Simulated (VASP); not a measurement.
Hf5O9 (a cell with a defect), 14 atoms in the cell. The cell holds a defect, 14 atoms: a = 5.045 Å, b = 6.178 Å, c = 6.178 Å, α = 80.41°, β = 65.91°, γ = 65.91°.  This cell differs from its parent crystal: atom 12 moved 0.125 of the way to it and -0.125 Å across, host rigid.

- Program: VASP 6.6.1
- Task: single point
- Functional: PBEsol
- Potentials or basis: VASP PAW PBE potentials, release 64 (Hf_pv, O)
- Cutoff: 520 eV
- k mesh: 4 × 4 × 4
- Occupations: gaussian, width 0.05 eV
- Spin: no spin polarisation
- Dipole correction: no
- Charge: 2
- Further INCAR settings: ALGO = Normal; EDIFF = 1e-07; NBANDS = 65; NELECT = 102.0

Potentials or basis: VASP PAW PBE potentials, release 64 (Hf_pv, O).

Launch:

```console
$ cat potpaw_PBE.64/Hf_pv/POTCAR potpaw_PBE.64/O/POTCAR > POTCAR
$ mpirun -np 1 vasp_std > vasp.out
```

Hardware: 1 thread of Oxide Virtual Turin-like Processor (shared host).

**Question.** How long does it take, and how much memory?

**Answer.** It took 8.2 min on 1 thread of Oxide Virtual Turin-like Processor, with other jobs on the host, peak memory 0.41 GiB. Counts: scf iterations 17, k points 36.
